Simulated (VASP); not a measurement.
# Hf8HO15 (a cell with a defect) in VASP: electric field gradients with PBE

Aim: the electric field gradients of Hf8HO15 (a cell with a defect) with PBE.

All numbers are computed with VASP 6.6.1; they aren't measurements. Logs are shortened: lines on timing, memory, paths and dates and some standing lists are left out, and cuts for length are marked.

## (1) The cell of the first run

The cell holds a defect, 24 atoms: a = 7.234 Å, b = 7.234 Å, c = 7.234 Å, α = 60.00°, β = 60.00°, γ = 60.00°.

## (2) Electric field gradients, PBE, collinear spin

File INCAR:

```
  PREC = Accurate
  ENCUT = 520
  EDIFF = 1E-8
  ISMEAR = -1
  SIGMA = 0.01
  LREAL = Auto
  LASPH = T
  NELM = 150
  ALGO = Normal
  ISIF = 2
  LWAVE = F
  LCHARG = F
  ISPIN = 2
  MAGMOM = 0 0 0 0 0 0 0 0 1 0 0 0 0 0 0 0 0 0 0 0 0 0 0 0
  LORBIT = 11
  LMAXMIX = 4
  GGA = PE
  LEFG = T
  NBANDS = 108
```

File KPOINTS:

```
regular mesh
0
Gamma
  3 3 3
```

File POSCAR:

```
Hf8HO15
1.0
    0.0000000000      5.1150000000      5.1150000000
    5.1150000000      0.0000000000      5.1150000000
    5.1150000000      5.1150000000      0.0000000000
Hf H O
8 1 15
Direct
    0.0000000000      0.0000000000      0.0000000000
    0.0000000000      0.0000000000      0.5000000000
    0.0000000000      0.5000000000      0.0000000000
    0.0000000000      0.5000000000      0.5000000000
    0.5000000000      0.0000000000      0.0000000000
    0.5000000000      0.0000000000      0.5000000000
    0.5000000000      0.5000000000      0.0000000000
    0.5000000000      0.5000000000      0.5000000000
    0.1250000000      0.1250000000      0.1250000000
    0.1250000000      0.1250000000      0.6250000000
    0.1250000000      0.6250000000      0.1250000000
    0.1250000000      0.6250000000      0.6250000000
    0.6250000000      0.1250000000      0.1250000000
    0.6250000000      0.1250000000      0.6250000000
    0.6250000000      0.6250000000      0.1250000000
    0.6250000000      0.6250000000      0.6250000000
    0.3750000000      0.3750000000      0.3750000000
    0.3750000000      0.3750000000      0.8750000000
    0.3750000000      0.8750000000      0.3750000000
    0.3750000000      0.8750000000      0.8750000000
    0.8750000000      0.3750000000      0.3750000000
    0.8750000000      0.3750000000      0.8750000000
    0.8750000000      0.8750000000      0.3750000000
    0.8750000000      0.8750000000      0.8750000000
```

Potentials or basis: VASP PAW PBE potentials, release 64 (Hf_pv, H, O).

Started as:

```sh
$ cat potpaw_PBE.64/Hf_pv/POTCAR potpaw_PBE.64/H/POTCAR potpaw_PBE.64/O/POTCAR > POTCAR
$ mpirun -np 1 vasp_std > vasp.out
```

OUTCAR:

```text
PREC = Accurate
   ENCUT = 520
   EDIFF = 1E-8
   ISMEAR = -1
   LREAL = Auto
   LASPH = T
   NELM = 150
   ISIF = 2
   ISPIN = 2
   LORBIT = 11
   GGA = PE

 ion  position               nearest neighbor table
   1  0.000  0.000  0.000-   9 2.21  10 2.21  11 2.21  13 2.21  20 2.21  22 2.21  23 2.21  24 2.21
                             5 3.62   2 3.62   3 3.62   2 3.62   4 3.62   6 3.62   3 3.62   4 3.62
   2  0.000  0.000  0.500-   9 2.21  10 2.21  12 2.21  14 2.21  19 2.21  21 2.21  23 2.21  24 2.21
                             6 3.62   1 3.62   4 3.62   1 3.62   3 3.62   5 3.62   3 3.62   4 3.62
   3  0.000  0.500  0.000-   9 2.21  11 2.21  12 2.21  15 2.21  18 2.21  21 2.21  22 2.21  24 2.21
                             7 3.62   1 3.62   4 3.62   2 3.62   4 3.62   8 3.62   1 3.62   2 3.62
   4  0.000  0.500  0.500-  10 2.21  11 2.21  12 2.21  16 2.21  17 2.21  21 2.21  22 2.21  23 2.21
                             8 3.62   2 3.62   3 3.62   1 3.62   3 3.62   7 3.62   1 3.62   2 3.62
   5  0.500  0.000  0.000-   9 2.21  13 2.21  14 2.21  15 2.21  18 2.21  19 2.21  20 2.21  24 2.21
                             7 3.62   1 3.62   6 3.62   2 3.62   6 3.62   8 3.62   3 3.62   7 3.62
   6  0.500  0.000  0.500-  10 2.21  13 2.21  14 2.21  16 2.21  17 2.21  19 2.21  20 2.21  23 2.21
                             8 3.62   2 3.62   5 3.62   1 3.62   5 3.62   7 3.62   4 3.62   7 3.62
   7  0.500  0.500  0.000-  11 2.21  13 2.21  15 2.21  16 2.21  17 2.21  18 2.21  20 2.21  22 2.21
                             8 3.62   3 3.62   5 3.62   4 3.62   6 3.62   8 3.62   1 3.62   5 3.62
   8  0.500  0.500  0.500-  12 2.21  14 2.21  15 2.21  16 2.21  17 2.21  18 2.21  19 2.21  21 2.21
                             7 3.62   4 3.62   6 3.62   3 3.62   5 3.62   7 3.62   2 3.62   5 3.62
   9  0.125  0.125  0.125-   1 2.21   2 2.21   3 2.21   5 2.21
  10  0.125  0.125  0.625-   1 2.21   2 2.21   4 2.21   6 2.21
  11  0.125  0.625  0.125-   1 2.21   3 2.21   4 2.21   7 2.21
  12  0.125  0.625  0.625-   2 2.21   3 2.21   4 2.21   8 2.21
  13  0.625  0.125  0.125-   1 2.21   5 2.21   6 2.21   7 2.21
  14  0.625  0.125  0.625-   2 2.21   5 2.21   6 2.21   8 2.21
[... 8 lines left out ...]
  23  0.875  0.875  0.375-   1 2.21   2 2.21   4 2.21   6 2.21
  24  0.875  0.875  0.875-   1 2.21   2 2.21   3 2.21   5 2.21

  LATTYP: Found a face centered cubic cell.
 ALAT       =    10.2300000000

  Lattice vectors:

 A1 = (   0.0000000000,   5.1150000000,   5.1150000000)
 A2 = (   5.1150000000,   0.0000000000,   5.1150000000)
 A3 = (   5.1150000000,   5.1150000000,   0.0000000000)

Analysis of symmetry for initial positions (statically):
=====================================================================
 Subroutine PRICEL returns:
 Original cell was already a primitive cell.

 Routine SETGRP: Setting up the symmetry group for a
 face centered cubic supercell.

 Subroutine GETGRP returns: Found 24 space group operations
 (whereof  6 operations were pure point group operations)
 out of a pool of 48 trial point group operations.

The static configuration has the point symmetry C_3v.
 The point group associated with its full space group is T_d .

Analysis of symmetry for dynamics (positions and initial velocities):
=====================================================================
 Subroutine PRICEL returns:
 Original cell was already a primitive cell.

 Routine SETGRP: Setting up the symmetry group for a
 face centered cubic supercell.

 Subroutine GETGRP returns: Found 24 space group operations
 (whereof  6 operations were pure point group operations)
 out of a pool of 48 trial point group operations.

The dynamic configuration has the point symmetry C_3v.
 The point group associated with its full space group is T_d .

Analysis of structural, dynamic, and magnetic symmetry:
=====================================================================
 Subroutine PRICEL returns:
 Original cell was already a primitive cell.

 Routine SETGRP: Setting up the symmetry group for a
 face centered cubic supercell.

 Subroutine GETGRP returns: Found 24 space group operations
 (whereof  6 operations were pure point group operations)
 out of a pool of 48 trial point group operations.

The overall configuration has the point symmetry C_3v.
 The point group associated with its full space group is T_d .

 Subroutine INISYM returns: Found 24 space group operations
 (whereof  6 operations are pure point group operations),
 and found     1 'primitive' translations

[... 172 lines left out ...]
 spin component 1

 k-point     1 :       0.0000    0.0000    0.0000
  band No.  band energies     occupation
      1     -26.2940      1.00000
      2     -26.2551      1.00000
      3     -26.2551      1.00000
      4     -26.2370      1.00000
      5     -26.2370      1.00000
      6     -26.2370      1.00000
[... 389 lines left out ...]
     96       8.6203      0.00000
     97       8.6867      0.00000
 Fermi energy:         7.4635733989

 spin component 2

 k-point     1 :       0.0000    0.0000    0.0000
  band No.  band energies     occupation
      1     -26.2818      1.00000
      2     -26.2213      1.00000
      3     -26.2213      1.00000
      4     -26.2037      1.00000
      5     -26.2037      1.00000
      6     -26.2037      1.00000
[... 389 lines left out ...]
     96       8.6928      0.00000
     97       8.7713      0.00000
 [bands above 97 left out]

------------------------ aborting loop because EDIFF is reached ----------------------------------------

  FORCE on cell =-STRESS in cart. coord.  units (eV):
  Direction    XX          YY          ZZ          XY          YZ          ZX
  --------------------------------------------------------------------------------------
  -------------------------------------------------------------------------------------
  Total      -10.6213571    -10.6213571    -10.6213571     -0.0000000     -0.0000000     -0.0000000
  in kB      -63.5804626    -63.5804626    -63.5804626     -0.0000000     -0.0000000     -0.0000000
  external PRESSURE =     -63.5804626 kB  Pullay stress =       0.0000000 kB

 VOLUME and BASIS-vectors are now :
 -----------------------------------------------------------------------------
  energy-cutoff  :      520.00
  volume of cell :      267.65
      direct lattice vectors                 reciprocal lattice vectors
     0.000000000  5.115000000  5.115000000    -0.097751711  0.097751711  0.097751711
     5.115000000  0.000000000  5.115000000     0.097751711 -0.097751711  0.097751711
     5.115000000  5.115000000  0.000000000     0.097751711  0.097751711 -0.097751711

 POSITION                                       TOTAL-FORCE (eV/Angst)
 -----------------------------------------------------------------------------------
      0.00000      0.00000      0.00000        -0.565123     -0.565123     -0.565123
      2.55750      2.55750      0.00000         0.565123      0.565123     -0.565123
      2.55750      0.00000      2.55750         0.565123     -0.565123      0.565123
      5.11500      2.55750      2.55750        -0.238731      0.238731      0.238731
      0.00000      2.55750      2.55750        -0.565123      0.565123      0.565123
      2.55750      5.11500      2.55750         0.238731     -0.238731      0.238731
[... 16 lines left out ...]
      6.39375      6.39375      8.95125         0.000000      0.000000      0.628902
      8.95125      8.95125      8.95125         0.000000      0.000000      0.000000
 -----------------------------------------------------------------------------------
    total drift:                                0.000000      0.000000      0.000000

  FREE ENERGIE OF THE ION-ELECTRON SYSTEM (eV)
  ---------------------------------------------------
  free  energy   TOTEN  =      -234.1488142701 eV

  energy  without entropy=     -234.1433578991  energy(sigma->0) =     -234.14608608

 Electric field gradients (V/A^2)
---------------------------------------------------------------------
 ion       V_xx      V_yy      V_zz      V_xy      V_xz      V_yz
---------------------------------------------------------------------
   1       0.000     0.000    -0.000    73.372    73.372    73.372
   2      -0.000    -0.000     0.000    73.372   -73.373   -73.373
   3      -0.000     0.000    -0.000   -73.373    73.372   -73.373
   4      -0.000     0.000     0.000     0.963     0.963    -0.964
   5       0.000    -0.000    -0.000   -73.373   -73.373    73.372
   6       0.000    -0.000     0.000     0.963    -0.964     0.963
[... 16 lines left out ...]
  23      -8.376    -8.376    16.752    -1.546     0.002     0.002
  24      -0.000    -0.000    -0.000     0.002     0.002     0.002
---------------------------------------------------------------------

 Electric field gradients after diagonalization (V/A^2)
 (convention: |V_zz| > |V_xx| > |V_yy|)
----------------------------------------------------------------------
 ion       V_xx      V_yy      V_zz     asymmetry (V_yy - V_xx)/ V_zz
----------------------------------------------------------------------
   1     -73.372   -73.372   146.744       0.000
   2     -73.373   -73.372   146.745       0.000
   3     -73.373   -73.372   146.745       0.000
   4       0.964     0.963    -1.926       0.001
   5     -73.373   -73.372   146.745       0.000
   6       0.964     0.963    -1.926       0.001
[... 16 lines left out ...]
  23      -9.922    -6.830    16.752       0.185
  24      -0.002    -0.002     0.004       0.000
----------------------------------------------------------------------

           NMR quadrupolar parameters

 Cq : quadrupolar parameter    Cq=e*Q*V_zz/h
 eta: asymmetry parameters     (V_yy - V_xx)/ V_zz
 Q  : nuclear electric quadrupole moment in mb (millibarn)
----------------------------------------------------------------------
 ion       Cq(MHz)       eta       Q (mb)
----------------------------------------------------------------------
   1       0.355       0.000       1.000
   2       0.355       0.000       1.000
   3       0.355       0.000       1.000
   4      -0.005       0.001       1.000
   5       0.355       0.000       1.000
   6      -0.005       0.001       1.000
[... 16 lines left out ...]
  23       0.041       0.185       1.000
  24       0.000       0.000       1.000
----------------------------------------------------------------------

 total charge

# of ion       s       p       d       tot
------------------------------------------
    1        0.279   6.503   1.370   8.152
    2        0.279   6.503   1.370   8.152
    3        0.279   6.503   1.370   8.152
    4        0.290   6.538   1.322   8.150
    5        0.279   6.503   1.370   8.152
    6        0.290   6.538   1.322   8.150
[... 16 lines left out ...]
   23        1.560   3.528   0.000   5.088
   24        1.562   3.517   0.000   5.079
--------------------------------------------------
tot         26.240 105.141  10.770 142.151

 magnetization (x)

# of ion       s       p       d       tot
------------------------------------------
    1        0.004   0.005   0.129   0.139
    2        0.004   0.005   0.129   0.139
    3        0.004   0.005   0.129   0.139
    4        0.006   0.001   0.013   0.020
    5        0.004   0.005   0.129   0.139
    6        0.006   0.001   0.013   0.020
[... 16 lines left out ...]
   23        0.001   0.008   0.000   0.008
   24        0.002   0.002   0.000   0.004
--------------------------------------------------
tot          0.039   0.090   0.569   0.697
```

It took 15 min on 1 thread of Intel Xeon Platinum 8259CL at 2.50GHz (Skylake/Cascade Lake), shared host; peak memory 0.6 GiB.

Results:

| Property | Result |
| --- | --- |
| Free energy | -234.1488 eV |
| Pressure | -6.4 GPa |
| Largest force | 0.979 eV/Å |
| Band gap on the k mesh | zero (filled and empty bands overlap) |
| Net moment | 1.00 μB per cell |
| Site moments | Hf +0.14, +0.02 (each value once); H -0.00; O +0.00, +0.01 (each value once) μB |
| Largest electric field gradient by atom | Hf +146.7, -1.9 (each value once); H -0.0; O +1.2, +0.0, +16.8 (each value once) V/Å² |
| Valence electrons inside the program's atomic spheres | Hf 8.15; H 0.58; O 5.09, 5.10, 5.08 (each value once) |

Forces in eV/Å, atoms in the order of the input:
```
Hf  -0.565 -0.565 -0.565
Hf   0.565  0.565 -0.565
Hf   0.565 -0.565  0.565
Hf  -0.239  0.239  0.239
Hf  -0.565  0.565  0.565
Hf   0.239 -0.239  0.239
Hf   0.239  0.239 -0.239
Hf  -0.239 -0.239 -0.239
H    0.000  0.000  0.000
O    0.000  0.000  0.071
O    0.000  0.071  0.000
O   -0.071  0.000  0.000
O    0.071  0.000  0.000
O    0.000 -0.071  0.000
O    0.000  0.000 -0.071
O    0.000  0.000  0.000
O    0.000  0.000  0.000
O    0.000  0.000 -0.629
O    0.000 -0.629  0.000
O    0.629  0.000  0.000
O   -0.629  0.000  0.000
O    0.000  0.629  0.000
O    0.000  0.000  0.629
O    0.000  0.000  0.000
```

Electric field gradients, principal values (V/Å²):
| atom | least | middle | greatest (by size) |
| --- | --- | --- | --- |
| 1 Hf | -73.372 | -73.372 | 146.744 |
| 2 Hf | -73.372 | -73.373 | 146.745 |
| 3 Hf | -73.372 | -73.373 | 146.745 |
| 4 Hf | 0.963 | 0.964 | -1.926 |
| 5 Hf | -73.372 | -73.373 | 146.745 |
| 6 Hf | 0.963 | 0.964 | -1.926 |
| 7 Hf | 0.963 | 0.964 | -1.926 |
| 8 Hf | 0.964 | 0.964 | -1.927 |
| 9 H | -0.001 | -0.001 | 0.001 |
| 10 O | -0.418 | -0.767 | 1.186 |
| 11 O | -0.418 | -0.767 | 1.186 |
| 12 O | -0.422 | -0.768 | 1.190 |
| 13 O | -0.418 | -0.767 | 1.186 |
| 14 O | -0.422 | -0.768 | 1.190 |
| 15 O | -0.422 | -0.768 | 1.190 |
| 16 O | -0.002 | -0.002 | 0.004 |
| 17 O | -0.002 | -0.002 | 0.004 |
| 18 O | -6.826 | -9.926 | 16.752 |
| 19 O | -6.826 | -9.926 | 16.752 |
| 20 O | -6.830 | -9.922 | 16.752 |
| 21 O | -6.826 | -9.926 | 16.752 |
| 22 O | -6.830 | -9.922 | 16.752 |
| 23 O | -6.830 | -9.922 | 16.752 |
| 24 O | -0.002 | -0.002 | 0.004 |

Caveat: without QUAD_EFG the Cq values of the log hold for a quadrupole moment of 1 mb, not for the nuclei; spin-orbit coupling is left out, which moves the levels of the heavy elements.
